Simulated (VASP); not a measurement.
# Re (R-3m) in VASP: single point with r2SCAN

Aim: the single point of Re with r2SCAN.

All numbers are computed with VASP 6.6.1; they aren't measurements. Logs are shortened: lines on timing, memory, paths and dates and some standing lists are left out, and cuts for length are marked.

### Step 1. The cell of the first run

It takes space group R-3m (No. 166, trigonal). Conventional cell: a = 6.351 Å, b = 6.351 Å, c = 16.246 Å, α = 90.00°, β = 90.00°, γ = 120.00°. Re (site symmetry m) has 6 Re at 2.16 to 2.33 Å within 2.9 Å. Re (site symmetry m) has 7 Re at 2.31 to 2.60 Å within 3.0 Å.

### Step 2. Single point, r2SCAN

File POSCAR:

```
Re
1.0
    3.1754610701      1.8333533036      5.4154381741
   -3.1754610701      1.8333533036      5.4154381741
    0.0000000000     -3.6667066072      5.4154381741
Re
12
Direct
    0.0101900000      0.6536100000      0.0101900000
    0.0101900000      0.0101900000      0.6536100000
    0.6536100000      0.0101900000      0.0101900000
    0.9898100000      0.3463900000      0.9898100000
    0.3463900000      0.9898100000      0.9898100000
    0.9898100000      0.9898100000      0.3463900000
    0.2211800000      0.6306000000      0.2211800000
    0.2211800000      0.2211800000      0.6306000000
    0.6306000000      0.2211800000      0.2211800000
    0.7788200000      0.3694000000      0.7788200000
    0.3694000000      0.7788200000      0.7788200000
    0.7788200000      0.7788200000      0.3694000000
```

File INCAR.step1:

```
PREC = Accurate
ENCUT = 660
ISMEAR = 0
SIGMA = 0.1
LREAL = False
LASPH = True
NELM = 120
NBANDS = 54
GGA = PE
ALGO = Normal
EDIFF = 1E-5
LWAVE = True
LCHARG = False
GGA_COMPAT = False
```

File INCAR.step2:

```
PREC = Accurate
ENCUT = 660
EDIFF = 1E-6
ISMEAR = 0
SIGMA = 0.1
LREAL = False
LASPH = True
NELM = 120
ALGO = Normal
ISIF = 2
LWAVE = False
LCHARG = True
METAGGA = R2SCAN
LMIXTAU = True
LELF = True
LVHAR = True
NBANDS = 54
ISTART = 1
GGA_COMPAT = False
```

File KPOINTS:

```
Automatic mesh
0
Gamma
  6 6 6
```

Potentials or basis: VASP PAW PBE potentials, release 64 (Re).

Launch:

```sh
cat potpaw_PBE.64/Re/POTCAR > POTCAR
cp INCAR.step1 INCAR
mpirun -np 1 vasp_std > vasp.out
cp INCAR.step2 INCAR
mpirun -np 1 vasp_std > vasp.out
```

OUTCAR:

```text
PREC = Accurate
   ENCUT = 660
   EDIFF = 1E-6
   ISMEAR = 0
   LREAL = False
   LASPH = True
   NELM = 120
   ISIF = 2
   METAGGA = R2SCAN
   ISTART = 1

 ion  position               nearest neighbor table
   1  0.010  0.654  0.010-   4 2.16   2 2.26   3 2.26   7 2.32  11 2.33  12 2.33
   2  0.010  0.010  0.654-   6 2.16   3 2.26   1 2.26   8 2.32  10 2.33  11 2.33
   3  0.654  0.010  0.010-   5 2.16   2 2.26   1 2.26   9 2.32  10 2.33  12 2.33
   4  0.990  0.346  0.990-   1 2.16   6 2.26   5 2.26  10 2.32   9 2.33   8 2.33
   5  0.346  0.990  0.990-   3 2.16   6 2.26   4 2.26  11 2.32   7 2.33   8 2.33
   6  0.990  0.990  0.346-   2 2.16   4 2.26   5 2.26  12 2.32   9 2.33   7 2.33
   7  0.221  0.631  0.221-  11 2.31  12 2.31   1 2.32   5 2.33   6 2.33   8 2.60   9 2.60
   8  0.221  0.221  0.631-  10 2.31  11 2.31   2 2.32   4 2.33   5 2.33   7 2.60   9 2.60
   9  0.631  0.221  0.221-  10 2.31  12 2.31   3 2.32   4 2.33   6 2.33   8 2.60   7 2.60
  10  0.779  0.369  0.779-   9 2.31   8 2.31   4 2.32   3 2.33   2 2.33  12 2.60  11 2.60
  11  0.369  0.779  0.779-   7 2.31   8 2.31   5 2.32   1 2.33   2 2.33  12 2.60  10 2.60
  12  0.779  0.779  0.369-   7 2.31   9 2.31   6 2.32   3 2.33   1 2.33  10 2.60  11 2.60

  LATTYP: Found a trigonal (rhomboedric) cell.
 ALAT       =     6.5400082539
 COS(alpha) =     0.5284942553

  Lattice vectors:

 A1 = (   3.1754610701,   1.8333533036,   5.4154381741)
 A2 = (  -3.1754610701,   1.8333533036,   5.4154381741)
 A3 = (   0.0000000000,  -3.6667066072,   5.4154381741)

Analysis of symmetry for initial positions (statically):
=====================================================================
 Subroutine PRICEL returns:
 Original cell was already a primitive cell.

 Routine SETGRP: Setting up the symmetry group for a
 trigonal (rhombohedral) supercell.

 Subroutine GETGRP returns: Found 12 space group operations
 (whereof 12 operations were pure point group operations)
 out of a pool of 12 trial point group operations.

The static configuration has the point symmetry D_3d.

Analysis of symmetry for dynamics (positions and initial velocities):
=====================================================================
 Subroutine PRICEL returns:
 Original cell was already a primitive cell.

 Routine SETGRP: Setting up the symmetry group for a
 trigonal (rhombohedral) supercell.

 Subroutine GETGRP returns: Found 12 space group operations
 (whereof 12 operations were pure point group operations)
 out of a pool of 12 trial point group operations.

The dynamic configuration has the point symmetry D_3d.

 Subroutine INISYM returns: Found 12 space group operations
 (whereof 12 operations are pure point group operations),
 and found     1 'primitive' translations

----------------------------------------------------------------------------------------

                                     Primitive cell

  volume of cell :     189.1637

  direct lattice vectors                    reciprocal lattice vectors
     3.175461070  1.833353304  5.415438174     0.157457449  0.090908101  0.061552422
    -3.175461070  1.833353304  5.415438174    -0.157457449  0.090908101  0.061552422
     0.000000000 -3.666706607  5.415438174     0.000000000 -0.181816201  0.061552422

  length of vectors
     6.540008254  6.540008254  6.540008254     0.191952681  0.191952681  0.191952681

  position of ions in fractional coordinates (direct lattice)
     0.010190000  0.653610000  0.010190000
     0.010190000  0.010190000  0.653610000
     0.653610000  0.010190000  0.010190000
     0.989810000  0.346390000  0.989810000
     0.346390000  0.989810000  0.989810000
     0.989810000  0.989810000  0.346390000
     0.221180000  0.630600000  0.221180000
     0.221180000  0.221180000  0.630600000
     0.630600000  0.221180000  0.221180000
     0.778820000  0.369400000  0.778820000
     0.369400000  0.778820000  0.778820000
     0.778820000  0.778820000  0.369400000

  ion indices of the primitive-cell ions
   primitive index   ion index
                 1           1
                 2           2
                 3           3
                 4           4
                 5           5
                 6           6
                 7           7
                 8           8
                 9           9
                10          10
                11          11
                12          12

----------------------------------------------------------------------------------------

 KPOINTS: Automatic mesh

Automatic generation of k-mesh.
 Grid dimensions read from file:
 generate k-points for:    6    6    6

 Generating k-lattice:

  Cartesian coordinates                     Fractional coordinates (reciprocal lattice)
     0.026242908  0.015151350  0.010258737     0.166666667 -0.000000000  0.000000000
    -0.026242908  0.015151350  0.010258737    -0.000000000  0.166666667  0.000000000
     0.000000000 -0.030302700  0.010258737     0.000000000  0.000000000  0.166666667

  Length of vectors
     0.031992113  0.031992113  0.031992113

  Shift w.r.t. Gamma in fractional coordinates (k-lattice)
     0.000000000  0.000000000  0.000000000

 Subroutine IBZKPT returns following result:
 ===========================================

 Found     32 irreducible k-points:

 Following reciprocal coordinates:
            Coordinates               Weight
  0.000000  0.000000  0.000000      1.000000
  0.166667  0.000000 -0.000000      6.000000
  0.333333  0.000000  0.000000      6.000000
  0.500000  0.000000  0.000000      3.000000
  0.166667  0.166667 -0.000000      6.000000
  0.333333  0.166667  0.000000     12.000000
[... 16 lines left out ...]
  0.500000  0.500000  0.166667      6.000000
 -0.333333  0.500000  0.166667     12.000000
 [... further k-points ...]
   k-points           NKPTS =     32   k-points in BZ     NKDIM =     32   number of bands    NBANDS=     54
   number of dos      NEDOS =    301   number of ions     NIONS =     12
   total plane-waves  NPLWV = 175616
   dimension x,y,z NGX =    56 NGY =   56 NGZ =   56
   dimension x,y,z NGXF=   112 NGYF=  112 NGZF=  112
   ions per type =              12
   NGX,Y,Z   is equivalent  to a cutoff of  14.24, 14.24, 14.24 a.u.
   NGXF,Y,Z  is equivalent  to a cutoff of  28.47, 28.47, 28.47 a.u.
 SYSTEM =  unknown system
   PREC   = accura    normal or accurate (medium, high low for compatibility)
   ISTART =      1    job   : 0-new  1-cont  2-samecut
   ICHARG =      0    charge: 1-file 2-atom 10-const
   ISPIN  =      1    spin polarized calculation?
   LNONCOLLINEAR =      F non collinear calculations
   LSORBIT =      F    spin-orbit coupling
   LASPH  =      T    aspherical Exc in radial PAW
   ENCUT  =  660.0 eV  48.51 Ry    6.96 a.u.  13.70 13.70 13.70*2*pi/ulx,y,z
   NELM   =    120;   NELMIN=  2; NELMDL=  0     # of ELM steps
   EDIFF  = 0.1E-05   stopping-criterion for ELM
   LREAL  =      F    real-space projection
   EDIFFG = 0.1E-04   stopping-criterion for IOM
   NSW    =      0    number of steps for IOM
   IBRION =     -1    ionic relax: 0-MD 1-quasi-New 2-CG
   NFREE  =      0    steps in history (QN), initial steepest desc. (CG)
   ISIF   =      2    stress and relaxation
   ISYM   =      2    0-nonsym 1-usesym 2-fastsym
   POTIM  = 0.5000    time-step for ionic-motion
   TEBEG  =    0.0;   TEEND  =   0.0 temperature during run
   PSTRESS=    0.0 pullay stress
   NELECT =      84.0000    total number of electrons
   NUPDOWN=      -1.0000    fix difference up-down
   EMIN   =  10.00;   EMAX   =-10.00  energy-range for DOS
   EFERMI =   0.00;   METHOD = LEGACY
   ISMEAR =     0;   SIGMA  =   0.10  broadening in eV -4-tet -1-fermi 0-gaus
   EFERMI_NEDOS =   21; number of points for ismear=-14 and -15
   IALGO  =     38    algorithm
   IMIX   =      4    mixing-type and parameters
     AMIX     =   0.40;   BMIX     =  1.00
     AMIX_MAG =   1.60;   BMIX_MAG =  1.00
  volume/ion in A,a.u.               =      15.76       106.38
  Fermi-wavevector in a.u.,A,eV,Ry     =   1.248980  2.360229 21.224407  1.559950
  Thomas-Fermi vector in A             =   2.383041
   LORBIT       =      0    0 simple, 1 ext, 2 COOP (PROOUT), +10 PAW based schemes
   METAGGA = R2SCAN    functional components
   LHFCALC =     F    Hartree Fock is set to
   AEXX    =    0.0000 exact exchange contribution
   IVDW    =     0    specifies the selected vdW correction
   LEPSILON=     F    determine dielectric tensor
   LRPA    =     F    only Hartree local field effects (RPA)
 non-spin polarized calculation
 Gauss-broadening in eV      SIGMA  =   0.10
  energy-cutoff  :      660.00
  volume of cell :      189.16
 maximum number of plane-waves:      7306
   NGX = 27   NGY = 27   NGZ = 27

 number of electron      84.0000000 magnetization

 Free energy of the ion-electron system (eV)
  ---------------------------------------------------
  ext. energy  EPLUGINS =         0.00000000
  ---------------------------------------------------
  free energy    TOTEN  =      -594.07262401 eV

  energy without entropy =     -594.03830337  energy(sigma->0) =     -594.05546369

 E-fermi :   7.0745     XC(G=0): -13.7315

 val. band max:        7.0744055781   @ k =   0.1667   0.1667  -0.0000
 cond. band min:       7.0973243666   @ k =   0.5000   0.3333   0.1667
 fundamental gap:      0.0229187885
 Fermi energy:         7.0744712847

 k-point     1 :       0.0000    0.0000    0.0000
  band No.  band energies     occupation
      1      -3.1488      2.00000
      2      -1.7979      2.00000
      3      -0.2892      2.00000
      4       0.5098      2.00000
      5       0.5520      2.00000
      6       0.5520      2.00000
[... 46 lines left out ...]
     53      10.0616      0.00000
     54      10.1212      0.00000
[... 1309 lines left out ...]
     53      10.0879      0.00000
     54      10.1835      0.00000

 [... further k-points ...]

------------------------ aborting loop because EDIFF is reached ----------------------------------------

  FORCE on cell =-STRESS in cart. coord.  units (eV):
  Direction    XX          YY          ZZ          XY          YZ          ZX
  --------------------------------------------------------------------------------------
  -------------------------------------------------------------------------------------
  Total      126.8635768    126.8635768    150.8705193      0.0000000      0.0000000      0.0000000
  in kB     1074.5081735   1074.5081735   1277.8419958      0.0000000      0.0000000      0.0000000
  external PRESSURE =    1142.2861143 kB  Pullay stress =       0.0000000 kB

 VOLUME and BASIS-vectors are now :
 -----------------------------------------------------------------------------
  energy-cutoff  :      660.00
  volume of cell :      189.16
      direct lattice vectors                 reciprocal lattice vectors
     3.175461070  1.833353304  5.415438174     0.157457449  0.090908101  0.061552422
    -3.175461070  1.833353304  5.415438174    -0.157457449  0.090908101  0.061552422
     0.000000000 -3.666706607  5.415438174     0.000000000 -0.181816201  0.061552422

 POSITION                                       TOTAL-FORCE (eV/Angst)
 -----------------------------------------------------------------------------------
     -2.04316      1.17962      3.64995         4.954275     -2.860352     -2.241684
      0.00000     -2.35923      3.64995         0.000000      5.720704     -2.241684
      2.04316      1.17962      3.64995        -4.954275     -2.860352     -2.241684
      2.04316     -1.17962     12.59636        -4.954275      2.860352      2.241684
     -2.04316     -1.17962     12.59636         4.954275      2.860352      2.241684
      0.00000      2.35923     12.59636         0.000000     -5.720704      2.241684
     -1.30010      0.75061      5.81055         8.953500     -5.169306      2.451864
      0.00000     -1.50122      5.81055         0.000000     10.338612      2.451864
      1.30010      0.75061      5.81055        -8.953500     -5.169306      2.451864
      1.30010     -0.75061     10.43577        -8.953500      5.169306     -2.451864
     -1.30010     -0.75061     10.43577         8.953500      5.169306     -2.451864
      0.00000      1.50122     10.43577         0.000000    -10.338612     -2.451864
 -----------------------------------------------------------------------------------
    total drift:                               -0.000000      0.000000      0.000000

  FREE ENERGIE OF THE ION-ELECTRON SYSTEM (eV)
  ---------------------------------------------------
  free  energy   TOTEN  =      -594.0726240078 eV

  energy  without entropy=     -594.0383033704  energy(sigma->0) =     -594.05546369
```

Run time: 28 min. Hardware: 1 thread of Intel Xeon 6975P-C (Granite Rapids), shared host; peak memory 0.65 GiB.

What came out:

- Free energy: -594.0726 eV
- Pressure: 114.2 GPa
- Largest force: 10.625 eV/Å
- Band gap on the k mesh: zero (bands 42 and 43 overlap by 0.26 eV)

Forces on the atoms (eV/Å):
```
Re    4.954  -2.860  -2.242
Re    0.000   5.721  -2.242
Re   -4.954  -2.860  -2.242
Re   -4.954   2.860   2.242
Re    4.954   2.860   2.242
Re    0.000  -5.721   2.242
Re    8.954  -5.169   2.452
Re    0.000  10.339   2.452
Re   -8.954  -5.169   2.452
Re   -8.954   5.169  -2.452
Re    8.954   5.169  -2.452
Re    0.000 -10.339  -2.452
```

Caveat: the stress differs along the axes, from 107 to 128 GPa; the PAW data sets were made with another functional, which shifts forces and pressure a little; spin-orbit coupling is left out, which moves the levels of the heavy elements.

The gap in the log of VASP goes by the Fermi energy; the results here count the filled bands.